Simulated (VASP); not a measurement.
## SrCl2: single point with PBEsol

Crystal: SrCl2.

```
Sr Cl
1.0
     0.00000    3.49765    3.49765
     3.49765    0.00000    3.49765
     3.49765    3.49765    0.00000
Sr Cl
1 2
Direct
  0.00000 0.00000 0.00000
  0.25000 0.25000 0.25000
  0.75000 0.75000 0.75000
```

```yaml
Program: VASP 6.6.1
Task: single point
Functional: PBEsol
Potentials_or_basis: VASP PAW PBE potentials, release 64 (Sr_sv, Cl)
Cutoff: 500 eV
k_mesh: 4 × 4 × 4
Occupations: fermi-dirac, width 0.05 eV
Spin: no spin polarisation
Dipole_correction: no
Further_INCAR_settings: ALGO = Normal; EDIFF = 1e-06; NBANDS = 19
```

The pressure is -1.2 GPa and the band gap on the k mesh is 5.10 eV, indirect (least direct gap 5.36 eV).

Levels at points of the mesh, in eV from the valence-band top:
| k point | band 10 | band 11 | band 12 | band 13 | band 14 | band 15 |
| --- | --- | --- | --- | --- | --- | --- |
| (0.00, 0.00, 0.00) | -0.34 | -0.34 | -0.34 | 5.10 | 5.98 | 5.98 |
| (0.50, 0.00, 0.00) | -1.33 | -1.06 | -1.06 | 6.60 | 6.60 | 7.39 |
| (0.50, 0.50, 0.00) | -0.41 | -0.41 | 0.00 | 5.36 | 6.91 | 7.50 |

Run time: 23 s on 1 thread of Intel Xeon 8259CL (shared host), peak memory 0.2 GiB.

Caveat: the PAW data sets were made with another functional, which shifts forces and pressure a little. A k mesh can miss the band edges.
